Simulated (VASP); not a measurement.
# Fe2Ge (P6_3/mmc) in VASP: further runs, part 2 of 2

VASP 6.6.1. Earlier steps stand in the parts before.

### 5 Single point, PBEsol, collinear spin, ferromagnetic start

This run uses another cell than the first one, of 12.35 Å³/atom, 1.103 times its volume.

File INCAR:

```
PREC     = Accurate       # precision mode
ENCUT    = 520            # plane-wave cutoff, eV
EDIFF    = 1E-6           # SCF threshold, eV
ISMEAR   = -1             # smearing method
SIGMA    = 0.05           # smearing width, eV
LREAL    = F              # projectors in reciprocal space
LASPH    = T              # aspherical terms in the spheres
NELM     = 150            # most SCF steps
ALGO     = Fast           # electronic algorithm
ISIF     = 2              # what is computed and relaxed
LWAVE    = F              # write WAVECAR
LCHARG   = F              # write CHGCAR
ISPIN    = 2              # spin polarisation
MAGMOM   = 0 0 3 3 3 3    # initial moments
LORBIT   = 11             # projections on sites
LMAXMIX  = 4              # l up to which the mixer works
GGA      = PS             # functional
NBANDS   = 43             # bands
```

File KPOINTS:

```
Automatic mesh
0
Gamma
  8 8 6
```

File POSCAR:

```
Fe2Ge
1.0
    4.1328681392      0.0000000000      0.0000000000
   -2.0664340696      3.5791687991      0.0000000000
    0.0000000000      0.0000000000      5.0087520000
Ge Fe
2 4
Direct
    0.3333333333      0.6666666667      0.7500000000
    0.6666666667      0.3333333333      0.2500000000
    0.3333333333      0.6666666667      0.2500000000
    0.6666666667      0.3333333333      0.7500000000
    0.0000000000      0.0000000000      0.5000000000
    0.0000000000      0.0000000000      0.0000000000
```

Potentials or basis: VASP PAW PBE potentials, release 64 (Ge_d, Fe).

Run with:

```bash
> cat potpaw_PBE.64/Ge_d/POTCAR potpaw_PBE.64/Fe/POTCAR > POTCAR
> mpirun -np 1 vasp_std > vasp.out
```

OUTCAR:

```text
PREC = Accurate
   ENCUT = 520
   EDIFF = 1E-6
   ISMEAR = -1
   LREAL = F
   LASPH = T
   NELM = 150
   ISIF = 2
   ISPIN = 2
   LORBIT = 11
   GGA = PS

 ion  position               nearest neighbor table
   1  0.333  0.667  0.750-   4 2.39   4 2.39   4 2.39   3 2.50   3 2.50   5 2.69   6 2.69   6 2.69
                             5 2.69   6 2.69   5 2.69
   2  0.667  0.333  0.250-   3 2.39   3 2.39   3 2.39   4 2.50   4 2.50   5 2.69   6 2.69   5 2.69
                             6 2.69   5 2.69   6 2.69
   3  0.333  0.667  0.250-   2 2.39   2 2.39   2 2.39   1 2.50   1 2.50   5 2.69   6 2.69   6 2.69
                             5 2.69   6 2.69   5 2.69
   4  0.667  0.333  0.750-   1 2.39   1 2.39   1 2.39   2 2.50   2 2.50   5 2.69   6 2.69   5 2.69
                             6 2.69   5 2.69   6 2.69
   5  0.000  0.000  0.500-   6 2.50   6 2.50   3 2.69   4 2.69   1 2.69   2 2.69   2 2.69   4 2.69
                             1 2.69   3 2.69   2 2.69   4 2.69   1 2.69   3 2.69
   6  0.000  0.000  0.000-   5 2.50   5 2.50   3 2.69   4 2.69   1 2.69   2 2.69   2 2.69   4 2.69
                             1 2.69   3 2.69   2 2.69   4 2.69   1 2.69   3 2.69

  LATTYP: Found a hexagonal cell.
 ALAT       =     4.1328681392
 C/A-ratio  =     1.2119312379

  Lattice vectors:

 A1 = (   4.1328681392,   0.0000000000,   0.0000000000)
 A2 = (  -2.0664340696,   3.5791687991,   0.0000000000)
 A3 = (   0.0000000000,   0.0000000000,   5.0087520000)

Analysis of symmetry for initial positions (statically):
[... 27 lines left out ...]
 The point group associated with its full space group is D_6h.

Analysis of structural, dynamic, and magnetic symmetry:
=====================================================================
 Subroutine PRICEL returns:
[... 7 lines left out ...]
 out of a pool of 24 trial point group operations.

The overall configuration has the point symmetry D_3d.
 The point group associated with its full space group is D_6h.

[... 6 lines left out ...]
                                     Primitive cell

  volume of cell :      74.0906

  direct lattice vectors                    reciprocal lattice vectors
     4.132868139  0.000000000  0.000000000     0.241962716  0.139697239  0.000000000
    -2.066434070  3.579168799  0.000000000     0.000000000  0.279394478  0.000000000
     0.000000000  0.000000000  5.008752000     0.000000000  0.000000000  0.199650532
[... 1229 lines left out ...]
     41      15.5094      0.00000
     42      16.0303      0.00000

 [... further k-points ...]

 spin component 2

 k-point     1 :       0.0000    0.0000    0.0000
  band No.  band energies     occupation
      1     -17.0673      1.00000
      2     -17.0608      1.00000
      3     -17.0415      1.00000
      4     -17.0415      1.00000
      5     -17.0162      1.00000
      6     -17.0162      1.00000
[... 1069 lines left out ...]
     41      15.9192      0.00000
     42      16.4469      0.00000

 [... further k-points ...]

 [bands above 42 left out]

------------------------ aborting loop because EDIFF is reached ----------------------------------------

  FORCE on cell =-STRESS in cart. coord.  units (eV):
  Direction    XX          YY          ZZ          XY          YZ          ZX
  --------------------------------------------------------------------------------------
  -------------------------------------------------------------------------------------
  Total       -4.0706006     -4.0706006     -3.9730544     -0.0000000      0.0000000      0.0000000
  in kB      -88.0249552    -88.0249552    -85.9155618     -0.0000000      0.0000000      0.0000000
  external PRESSURE =     -87.3218240 kB  Pullay stress =       0.0000000 kB

 VOLUME and BASIS-vectors are now :
 -----------------------------------------------------------------------------
  energy-cutoff  :      520.00
  volume of cell :       74.09
      direct lattice vectors                 reciprocal lattice vectors
     4.132868139  0.000000000  0.000000000     0.241962716  0.139697239  0.000000000
    -2.066434070  3.579168799  0.000000000     0.000000000  0.279394478  0.000000000
     0.000000000  0.000000000  5.008752000     0.000000000  0.000000000  0.199650532

 POSITION                                       TOTAL-FORCE (eV/Angst)
 -----------------------------------------------------------------------------------
     -0.00000      2.38611      3.75656         0.000000     -0.000000      0.000000
      2.06643      1.19306      1.25219        -0.000000      0.000000      0.000000
     -0.00000      2.38611      1.25219         0.000000     -0.000000      0.000000
      2.06643      1.19306      3.75656        -0.000000      0.000000      0.000000
      0.00000      0.00000      2.50438         0.000000      0.000000      0.000000
      0.00000      0.00000      0.00000         0.000000      0.000000      0.000000
 -----------------------------------------------------------------------------------
    total drift:                                0.000000     -0.000000      0.000000

  FREE ENERGIE OF THE ION-ELECTRON SYSTEM (eV)
  ---------------------------------------------------
  free  energy   TOTEN  =       -46.0384863786 eV

  energy  without entropy=      -45.9906304055  energy(sigma->0) =      -46.01455839

 total charge

# of ion       s       p       d       tot
------------------------------------------
    1        1.087   1.307  10.109  12.502
    2        1.087   1.307  10.109  12.502
    3        0.419   0.487   6.475   7.381
    4        0.419   0.487   6.475   7.381
    5        0.392   0.472   6.260   7.123
    6        0.392   0.472   6.260   7.123
--------------------------------------------------
tot          3.795   4.532  45.687  54.013

 magnetization (x)

# of ion       s       p       d       tot
------------------------------------------
    1       -0.006  -0.081   0.004  -0.083
    2       -0.006  -0.081   0.004  -0.083
    3        0.009  -0.001   1.487   1.495
    4        0.009  -0.001   1.487   1.495
    5       -0.001   0.002   2.394   2.395
    6       -0.001   0.002   2.394   2.395
--------------------------------------------------
tot          0.003  -0.161   7.771   7.613
```

OSZICAR:

```text
N       E                     dE             d eps       ncg     rms          rms(c)
DAV:   1     0.560751335519E+03    0.56075E+03   -0.25676E+04  8112   0.333E+03
DAV:   2     0.491102583828E+02   -0.51164E+03   -0.48071E+03  6880   0.663E+02
DAV:   3    -0.450174208300E+02   -0.94128E+02   -0.87082E+02  6891   0.208E+02
DAV:   4    -0.507430640140E+02   -0.57256E+01   -0.56535E+01  8048   0.617E+01
DAV:   5    -0.508514110595E+02   -0.10835E+00   -0.10818E+00  7884   0.875E+00    0.246E+01
RMM:   6    -0.519391327335E+02   -0.10877E+01   -0.53555E+01  8617   0.550E+01    0.363E+01
RMM:   7    -0.555569449752E+02   -0.36178E+01   -0.13443E+01  8552   0.226E+01    0.417E+01
RMM:   8    -0.457786871593E+02    0.97783E+01   -0.59187E+00  7840   0.203E+01    0.620E+00
RMM:   9    -0.460144685627E+02   -0.23578E+00   -0.42853E-01  9127   0.409E+00    0.448E+00
RMM:  10    -0.460350194890E+02   -0.20551E-01   -0.22191E-01  9765   0.206E+00    0.232E+00
RMM:  11    -0.460402958052E+02   -0.52763E-02   -0.96174E-02  9742   0.141E+00    0.858E-01
RMM:  12    -0.460398013662E+02    0.49444E-03   -0.11773E-02  9944   0.832E-01    0.615E-01
RMM:  13    -0.460384167142E+02    0.13847E-02   -0.48716E-03 10062   0.325E-01    0.154E-01
RMM:  14    -0.460384533417E+02   -0.36628E-04   -0.79173E-04  9860   0.223E-01    0.105E-01
RMM:  15    -0.460384865691E+02   -0.33227E-04   -0.24155E-04 10385   0.740E-02    0.489E-02
RMM:  16    -0.460384839276E+02    0.26415E-05   -0.40274E-05  9673   0.478E-02    0.158E-02
RMM:  17    -0.460384860646E+02   -0.21371E-05   -0.13605E-05  8479   0.164E-02    0.954E-03
RMM:  18    -0.460384863786E+02   -0.31393E-06   -0.18764E-06  5781   0.102E-02
   1 F= -.46038486E+02 E0= -.46014558E+02  d E =-.478560E-01  mag=     7.6239
```

It took 5.5 min on 1 thread of Oxide Virtual Turin-like, shared host; peak memory 0.31 GiB.

What came out:

* Free energy: -46.0385 eV
* Pressure: -8.7 GPa
* Net moment: 7.62 μB per cell
* Site moments: Ge -0.08; Fe +1.50, +2.40 μB
* Valence electrons inside the program's atomic spheres: Ge 12.50; Fe 7.38, 7.12

Levels at points of the mesh, in eV from the Fermi level:
Spin up:
| k point | band 31 | band 32 | band 33 | band 34 | band 35 | band 36 | band 37 | band 38 |
| --- | --- | --- | --- | --- | --- | --- | --- | --- |
| (0.00, 0.00, 0.00) | -0.73 | -0.50 | 0.03 | 2.03 | 2.59 | 2.59 | 2.81 | 2.96 |
| (0.50, 0.00, 0.00) | -1.34 | -0.95 | -0.68 | -0.62 | -0.57 | 0.89 | 1.75 | 3.23 |
| (0.00, 0.00, 0.50) | -1.02 | -1.02 | 1.35 | 1.35 | 3.21 | 3.21 | 3.21 | 3.21 |
| (0.50, 0.00, 0.50) | -1.42 | -1.42 | -0.70 | -0.70 | 1.00 | 1.00 | 2.52 | 2.52 |
Spin down:
```tsv
k point	band 23	band 24	band 25	band 26	band 27	band 28	band 29	band 30
(0.00, 0.00, 0.00)	-0.17	-0.17	-0.11	0.48	0.63	0.63	0.84	0.84
(0.50, 0.00, 0.00)	-0.83	-0.73	-0.71	-0.69	-0.13	0.14	0.43	0.63
(0.00, 0.00, 0.50)	-0.45	-0.45	0.51	0.51	0.51	0.51	0.72	0.72
(0.50, 0.00, 0.50)	-0.85	-0.85	-0.37	-0.37	0.14	0.14	0.15	0.15
```

Caveat: the PAW data sets were made with another functional, which shifts forces and pressure a little.

### 6 Summary

```tsv
level	potentials or basis	cell	cutoff (eV)	gap on the mesh (eV)	pressure (GPa)	moment (μB)
LDA	VASP PAW LDA potentials, release 64 (Ge_d, Fe)	a = 4.007, b = 4.007, c = 4.832 Å, angles 90.0, 90.0, 120.0°, 6 atoms	600	none	0.1	5.80
LDA	VASP PAW LDA potentials, release 64 (Ge_d, Fe)	a = 4.133, b = 4.133, c = 5.009 Å, angles 90.0, 90.0, 120.0°, 6 atoms	600	none	-16.6	6.87
PBEsol	VASP PAW PBE potentials, release 64 (Ge_d, Fe)	a = 4.056, b = 4.056, c = 4.911 Å, angles 90.0, 90.0, 120.0°, 6 atoms	520	none	0.4	7.00
PBEsol	VASP PAW PBE potentials, release 64 (Ge_d, Fe)	a = 4.133, b = 4.133, c = 5.009 Å, angles 90.0, 90.0, 120.0°, 6 atoms	520	none	-8.7	7.62
```

Alike in all rows: task single point; spin collinear, ferromagnetic start; k mesh 8 × 8 × 6; smearing fermi-dirac 0.05 eV.

Caveats: the PAW data sets were made with another functional, which shifts forces and pressure a little (some runs).

Total energies depend on the potentials used, so only differences within one code and one set of settings carry meaning.
